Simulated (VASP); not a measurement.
TePb:

```
CELL_PARAMETERS angstrom
0.00000 3.33319 3.33319
3.33319 0.00000 3.33319
3.33319 3.33319 0.00000
ATOMIC_POSITIONS crystal
Pb 0.00000 0.00000 0.00000
Te 0.50000 0.50000 0.50000
```

This cell differs from its parent crystal: strain +2.0%.

Base run:

* Program: VASP 6.6.1
* Functional: r2SCAN
* Potentials or basis: VASP PAW PBE potentials, release 64 (Pb_d, Te)
* Cutoff: 520 eV
* k mesh: 8 × 8 × 8
* Occupations: gaussian, width 0.01 eV
* Spin: no spin polarisation

Its results: band gap on the k mesh 1.20 eV, direct; pressure -2.2 GPa.

Q: The run is repeated on the same cell with these changes: functional from r2SCAN to PBE; k mesh from 8 × 8 × 8 to 4 × 4 × 4. What comes out?

A: Band gap on the k mesh 0.90 eV, direct; pressure -1.6 GPa.

Several settings changed at once, so the effect can't be laid on one alone.

Caveats: spin-orbit coupling is left out, which moves the levels of the heavy elements; the PAW data sets were made with another functional, which shifts forces and pressure a little (some runs).

A k mesh can miss the band edges.
